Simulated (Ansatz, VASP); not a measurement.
Two plane-wave programs on Ta4Ge3

```
Ta Ge
1.0
    -3.92140    3.92140    3.92140
     3.92140   -3.92140    3.92140
     3.92140    3.92140   -3.92140
Ta Ge
8 6
Direct
  0.83936 0.50000 0.00000
  0.50000 0.00000 0.33936
  0.50000 0.00000 0.83936
  0.00000 0.33936 0.50000
  0.66064 0.66064 0.66064
  0.00000 0.83936 0.50000
  0.33936 0.50000 0.00000
  0.16064 0.16064 0.16064
  0.12500 0.75000 0.87500
  0.87500 0.12500 0.75000
  0.75000 0.87500 0.12500
  0.25000 0.62500 0.37500
  0.62500 0.37500 0.25000
  0.37500 0.25000 0.62500
```

Alike in both runs: functional PBE; k mesh 3 × 3 × 3; occupations gaussian, width 0.2 eV; no spin polarisation.

Ansatz relaxed the structure, and its values are those at the end. VASP's run is a single point on that final structure, the one shown.

```csv
,VASP,Ansatz
version,VASP 6.6.1,Ansatz 0.2.0
potentials or method,"VASP PAW PBE potentials, release 64 (Ta_pv, Ge_d), cutoff 520 eV","scalar-relativistic, plane waves, PAW"
valence electrons in the cell,172,188
```

```csv
,VASP,Ansatz,Ansatz less VASP
gap on the k mesh at the Fermi level (eV),none,none,-
pressure (GPa),0.8,0.6,-0.17
rms of the force components (eV/Å),0.017,0.020,+0.0026
```

A gap of «none» marks a metal or a gap that the smearing closes. VASP's potentials hold 172 valence electrons a cell and Ansatz's 188, so a difference there can come from the potentials and not from the codes.

The k mesh is coarse, so the values compare programs but aren't converged. Neither program's run includes spin-orbit coupling.
